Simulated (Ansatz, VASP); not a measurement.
**Ir: VASP beside Ansatz**

File INCAR:

```
  ALGO = Normal
  EDIFF = 1E-6
  ENCUT = 520
  GGA = PE
  ISIF = 2
  ISMEAR = 0
  LASPH = T
  LCHARG = T
  LELF = T
  LREAL = F
  LVHAR = T
  LWAVE = F
  NBANDS = 10
  NELM = 80
  PREC = Accurate
  SIGMA = 0.15
```

The input KPOINTS:

```
k-points
0
Gamma
  22 22 22
```

Contents of POSCAR:

```
Ir
1.0
    0.0000000000      1.9197000000      2.1356662500
    1.9197000000      0.0000000000      2.1356662500
    1.9197000000      1.9197000000      0.0000000000
Ir
1
Direct
    0.0000000000      0.0000000000      0.0000000000
```

Input for Ansatz:

```yaml
crystal:
  lattice:
    - [0.0, 1.9197, 2.13566625]
    - [1.9197, 0.0, 2.13566625]
    - [1.9197, 1.9197, 0.0]
  atoms:
    - { symbol: Ir, position: [0.0, 0.0, 0.0] }
basis:
  ecutwfc: 420
kpoints:
  mp_grid: { grid: [22, 22, 22] }
hamiltonian:
  xc: pbe
scf:
  occupations: { method: gaussian, width: 0.15 }
output:
  forces: true
  stress: true
  eigenvalues: true
```

Change from the starting cell: strain +0.1125 x Voigt [0, 0, 1, 0, 0, 0], atoms carried along.

Alike in both runs: task single point; functional PBE; k mesh 22 × 22 × 22; occupations gaussian, width 0.15 eV; no spin polarisation.

```csv
,VASP,Ansatz
version,VASP 6.6.1,Ansatz 0.2.0
potentials or method,"VASP PAW PBE potentials, release 64 (Ir), cutoff 520 eV","scalar-relativistic, plane waves, PAW"
valence electrons in the cell,9,17
```

|  | VASP | Ansatz | Ansatz less VASP |
| --- | --- | --- | --- |
| gap on the k mesh at the Fermi level (eV) | none | none | - |
| pressure (GPa) | -20.5 | -20.8 | -0.28 |
| traceless stress, the component that is largest in VASP (GPa) | -19.23 | -19.39 | -0.154 |

A gap of «none» marks a metal or a gap that the smearing closes. VASP's potentials hold 9 valence electrons a cell and Ansatz's 17, so a difference there can come from the potentials and not from the codes.

Spin-orbit coupling is off throughout.
